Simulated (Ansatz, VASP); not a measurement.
One calculation of Ti2Hg, two programs

```
CELL_PARAMETERS angstrom
0.00000 3.18034 3.18034
3.18034 0.00000 3.18034
3.18034 3.18034 0.00000
ATOMIC_POSITIONS crystal
Ti 0.25000 0.25000 0.25000
Ti 0.50000 0.50000 0.50000
Hg 0.00000 0.00000 0.00000
```

Change from the starting cell: species swapped into the Cu2Se type (F-43m, No. 216).

Alike in both runs: task single point; functional PBE; k mesh 6 × 6 × 6; occupations gaussian, width 0.1 eV; collinear spin.

|  | VASP | Ansatz |
| --- | --- | --- |
| version | VASP 6.6.1 | Ansatz 0.2.0 |
| potentials or method | VASP PAW PBE potentials, release 64 (Ti_sv, Hg), cutoff 520 eV | scalar-relativistic, plane waves, PAW |
| valence electrons in the cell | 36 | 44 |

Ansatz gave:

| Property | Result |
| --- | --- |
| gap on the k mesh at the Fermi level (eV) | none |
| pressure (GPa) | 1.2 |
| net moment per atom (μB) | 0.94 |

Task: What did VASP give for the same quantities?

Result: gap on the k mesh at the Fermi level (eV): none; pressure (GPa): 1.3; net moment per atom (μB): 0.94.

A gap of «none» marks a metal or a gap that the smearing closes. The functional is the same, so the differences come from potentials, cutoffs and numerics. VASP's potentials hold 36 valence electrons a cell and Ansatz's 44, so a difference there can come from the potentials and not from the codes.

Spin-orbit coupling is off throughout.
